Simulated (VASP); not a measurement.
Pb, 1 atom in the cell. Symmetry: Fm-3m, No. 225, cubic system. Conventional cell: a = 5.015 Å, b = 5.015 Å, c = 5.015 Å, α = 90.00°, β = 90.00°, γ = 90.00°. Pb (site symmetry m-3m) has 12 Pb at 3.55 Å within 4.7 Å. 

- Program: VASP 6.6.1
- Task: single point
- Functional: r2SCAN0
- Potentials or basis: VASP PAW PBE potentials, release 64 (Pb_d)
- Cutoff: 520 eV
- k mesh: 5 × 5 × 5
- Occupations: fermi-dirac, width 0.05 eV
- Spin: no spin polarisation
- Dipole correction: no
- Grid for exact exchange (PRECFOCK): Normal
- Further INCAR settings: ALGO = Normal; EDIFF = 1e-06; NBANDS = 13

Potentials or basis: VASP PAW PBE potentials, release 64 (Pb_d).

Run with:

```console
$ cat potpaw_PBE.64/Pb_d/POTCAR > POTCAR
$ cp INCAR.step1 INCAR
$ mpirun -np 1 vasp_std > vasp.out
$ cp INCAR.step2 INCAR
$ mpirun -np 1 vasp_std > vasp.out
```

Hardware: 1 thread of AMD EPYC 7R13 Processor (Zen 3), with other jobs on the host.

**Question.** Estimate the wall time of this run.

**Answer.** Run time: 5.8 min on 1 thread of AMD EPYC 7R13 Processor (Zen 3), on a shared host, peak memory 0.14 GiB. Counts: k points 10.
